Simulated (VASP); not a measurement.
Write the native input for VASP 6.6.1 that does the following.

| Quantity | Value |
| --- | --- |
| Task | single point |
| Functional | r2SCAN |
| Potentials or basis | VASP PAW PBE potentials, release 64 (Bi_d, Te) |
| Cutoff | 520 eV |
| k mesh | 9 × 9 × 9 |
| Occupations | fermi-dirac, width 0.1 eV |
| Spin | no spin polarisation |
| Dipole correction | no |
| Further INCAR settings | ALGO = Normal; EDIFF = 1e-06; NBANDS = 18 |

Crystal: BiTe.

```xyz
2
Lattice="0.0000 3.3009 3.3009 3.3009 0.0000 3.3009 3.3009 3.3009 0.0000" Properties=species:S:1:pos:R:3 pbc="T T T"
Bi    0.0000    0.0000    0.0000
Te    3.3009    3.3009    3.3009
```

One way to write it, as run:

POSCAR

```
BiTe
1.0
    0.0000000000      3.3009442900      3.3009442900
    3.3009442900      0.0000000000      3.3009442900
    3.3009442900      3.3009442900      0.0000000000
Bi Te
1 1
Direct
    0.0000000000      0.0000000000      0.0000000000
    0.5000000000      0.5000000000      0.5000000000
```

INCAR.step1

```
PREC = Accurate
ENCUT = 520
ISMEAR = -1
SIGMA = 0.1
LREAL = False
LASPH = True
NELM = 60
NBANDS = 18
GGA = PE
ALGO = Normal
EDIFF = 1E-4
LWAVE = True
LCHARG = False
```

INCAR.step2

```
PREC = Accurate
ENCUT = 520
EDIFF = 1E-6
ISMEAR = -1
SIGMA = 0.1
LREAL = False
LASPH = True
NELM = 60
ALGO = Normal
ISIF = 2
LWAVE = False
LCHARG = False
METAGGA = R2SCAN
LMIXTAU = True
NBANDS = 18
ISTART = 1
```

KPOINTS

```
regular mesh
0
Gamma
  9 9 9
```

Potentials or basis: VASP PAW PBE potentials, release 64 (Bi_d, Te).

Launch:

```console
$ cat potpaw_PBE.64/Bi_d/POTCAR potpaw_PBE.64/Te/POTCAR > POTCAR
$ cp INCAR.step1 INCAR
$ mpirun -np 1 vasp_std > vasp.out
$ cp INCAR.step2 INCAR
$ mpirun -np 1 vasp_std > vasp.out
```

It gave:

- Pressure: -2.7 GPa

Caveat: the PAW data sets were made with another functional, which shifts forces and pressure a little.

It took 4 min on 1 thread of AMD EPYC 7R13, with other jobs on the host, peak memory 0.22 GiB.
